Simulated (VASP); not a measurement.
FeSi16 (a cell with a defect): single point with PBE

The system is FeSi16 (a cell with a defect).

```
CELL_PARAMETERS angstrom
0.00000 5.43000 5.43000
5.43000 0.00000 5.43000
5.43000 5.43000 0.00000
ATOMIC_POSITIONS crystal
Si 0.00520 0.00082 0.99390
Si 0.12680 0.11670 0.12923
Si 0.00750 0.98645 0.49905
Si 0.13664 0.11930 0.62350
Si 0.98922 0.49007 0.03162
Si 0.12511 0.62819 0.13106
Si 0.00740 0.50464 0.50095
Si 0.11449 0.61496 0.65557
Si 0.49968 0.00048 0.99427
Si 0.63087 0.13292 0.10495
Si 0.50881 0.00335 0.47996
Si 0.62052 0.11978 0.62385
Si 0.49802 0.50707 0.99682
Si 0.61573 0.62785 0.13115
Si 0.48672 0.50499 0.50103
Si 0.62087 0.63149 0.62625
Fe 0.82001 0.31724 0.54293
```

| Property | Result |
| --- | --- |
| Program | VASP 6.6.1 |
| Task | single point |
| Functional | PBE |
| Potentials or basis | VASP PAW PBE potentials, release 64 (Si, Fe) |
| Cutoff | 520 eV |
| k mesh | 2 × 2 × 2 |
| Occupations | fermi-dirac, width 0.02 eV |
| Spin | collinear spin, ferromagnetic start |
| Starting moments | [0.0, 0.0, 0.0, 0.0, 0.0, 0.0, 0.0, 0.0, 0.0, 0.0, 0.0, 0.0, 0.0, 0.0, 0.0, 0.0, 1.65] μB |
| Dipole correction | no |
| Further INCAR settings | LREAL = Auto; ALGO = Normal; EDIFF = 1e-06; NBANDS = 54 |

- Pressure: 3.9 GPa
- Largest force: 0.082 eV/Å
- Net moment: 2.17 μB per cell
- Site moments: Si +0.01, +0.02, +0.03, -0.00, +0.00 (each value once); Fe +1.65 μB
- Valence electrons inside the program's atomic spheres: Si 1.70, 1.69, 1.68 (each value once); Fe 7.51

Forces on the atoms (eV/Å):
```
Si  -0.005  0.009 -0.002
Si   0.008  0.002 -0.001
Si  -0.013  0.013 -0.013
Si   0.006  0.010  0.010
Si  -0.021 -0.014  0.013
Si  -0.009  0.003 -0.006
Si   0.001  0.012  0.012
Si  -0.013 -0.012  0.015
Si  -0.005  0.003 -0.009
Si  -0.017 -0.005  0.007
Si  -0.005 -0.019  0.014
Si   0.002 -0.011 -0.011
Si  -0.010 -0.005  0.006
Si  -0.008  0.008 -0.002
Si   0.001 -0.014 -0.012
Si   0.026 -0.018  0.020
Fe   0.061  0.038 -0.041
```

Stress tensor (GPa, compression positive):
```
 3.95  0.73 -0.69
 0.73  3.82 -0.79
-0.69 -0.79  3.87
```

Levels at points of the mesh, in eV from the Fermi level:
Spin up:
```tsv
k point	band 35	band 36	band 37	band 38	band 39	band 40
(0.00, 0.00, 0.00)	-0.46	-0.17	-0.06	-0.02	0.08	0.33
(0.50, 0.00, 0.00)	-0.98	-0.73	-0.28	0.64	1.00	1.09
(0.00, 0.50, 0.00)	-0.97	-0.72	-0.27	0.64	1.00	1.09
(0.00, 0.00, 0.50)	-1.14	-0.20	-0.16	0.81	0.87	1.26
(0.50, 0.50, 0.50)	-0.97	-0.73	-0.27	0.64	1.00	1.09
(0.50, 0.50, 0.00)	-1.27	-0.77	-0.54	0.62	0.88	1.81
(0.00, 0.50, 0.50)	-1.27	-0.77	-0.53	0.62	0.87	1.81
(0.50, 0.00, 0.50)	-1.27	-0.77	-0.55	0.62	0.88	1.81
```
Spin down:
```csv
k point,band 31,band 32,band 33,band 34,band 35,band 36,band 37,band 38,band 39,band 40
"(0.00, 0.00, 0.00)",-1.05,-0.59,-0.59,-0.59,-0.12,0.00,0.09,0.12,0.37,0.38
"(0.50, 0.00, 0.00)",-1.23,-1.14,-1.03,-0.30,-0.23,0.54,0.57,0.76,1.06,1.13
"(0.00, 0.50, 0.00)",-1.24,-1.13,-1.02,-0.29,-0.22,0.53,0.58,0.76,1.06,1.14
"(0.00, 0.00, 0.50)",-1.13,-1.13,-0.29,-0.29,0.20,0.23,0.37,0.86,1.07,1.27
"(0.50, 0.50, 0.50)",-1.23,-1.14,-1.03,-0.30,-0.23,0.53,0.58,0.76,1.06,1.13
"(0.50, 0.50, 0.00)",-1.80,-1.63,-0.57,-0.51,-0.06,0.33,0.39,0.68,1.32,1.88
"(0.00, 0.50, 0.50)",-1.80,-1.63,-0.58,-0.51,-0.07,0.35,0.40,0.67,1.32,1.88
"(0.50, 0.00, 0.50)",-1.80,-1.63,-0.56,-0.51,-0.05,0.33,0.39,0.68,1.32,1.88
```

It took 9.4 min on 1 thread of Oxide Virtual Turin-like Processor, on a shared host, peak memory 0.69 GiB.

Caveat: the k points lie up to 0.50 Å⁻¹ apart.
